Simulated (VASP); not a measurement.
Set up this calculation in VASP 6.6.1, as the native input.

```yaml
Task: single point
Functional: r2SCAN
Potentials_or_basis: VASP PAW PBE potentials, release 64 (Zn, S)
Cutoff: 520 eV
k_mesh: 8 × 8 × 8
Occupations: fermi-dirac, width 0.02 eV
Spin: no spin polarisation
Dipole_correction: no
Further_INCAR_settings: ALGO = Normal; EDIFF = 1e-07; NBANDS = 16
```

Crystal: ZnS.

```xyz
2
Lattice="3.1792 0.0000 0.0000 0.0000 3.1792 0.0000 0.0000 0.0000 3.1792" Properties=species:S:1:pos:R:3 pbc="T T T"
Zn    0.0000    0.0000    0.0000
S     1.5896    1.5896    1.5896
```

These files were run (other wordings do the same):

POSCAR

```
ZnS
1.0
    3.1792338322      0.0000000000      0.0000000000
    0.0000000000      3.1792338322      0.0000000000
    0.0000000000      0.0000000000      3.1792338322
Zn S
1 1
Direct
    0.0000000000      0.0000000000      0.0000000000
    0.5000000000      0.5000000000      0.5000000000
```

INCAR.step1

```
ALGO = Normal
EDIFF = 1E-4
ENCUT = 520
GGA = PE
ISMEAR = -1
LASPH = T
LCHARG = F
LREAL = F
LWAVE = T
NBANDS = 16
NELM = 80
PREC = Accurate
SIGMA = 0.02
```

INCAR.step2

```
ALGO = Normal
EDIFF = 1E-7
ENCUT = 520
ISIF = 2
ISMEAR = -1
ISTART = 1
LASPH = T
LCHARG = F
LMIXTAU = T
LREAL = F
LWAVE = F
METAGGA = R2SCAN
NBANDS = 16
NELM = 80
PREC = Accurate
SIGMA = 0.02
```

KPOINTS

```
k-points
0
Gamma
  8 8 8
```

Potentials or basis: VASP PAW PBE potentials, release 64 (Zn, S).

The run is started by

```console
$ cat potpaw_PBE.64/Zn/POTCAR potpaw_PBE.64/S/POTCAR > POTCAR
$ cp INCAR.step1 INCAR
$ mpirun -np 1 vasp_std > vasp.out
$ cp INCAR.step2 INCAR
$ mpirun -np 1 vasp_std > vasp.out
```

Results of the run:

* Pressure: 0.0 GPa
* Band gap on the k mesh: zero (band 9 reaches 4.98 eV, above the bottom of band 10 at 3.98 eV)

Caveat: the PAW data sets were made with another functional, which shifts forces and pressure a little.

Wall time 39 s on 1 thread of Intel Xeon 6975P-C, with other jobs on the host, peak memory 0.15 GiB.
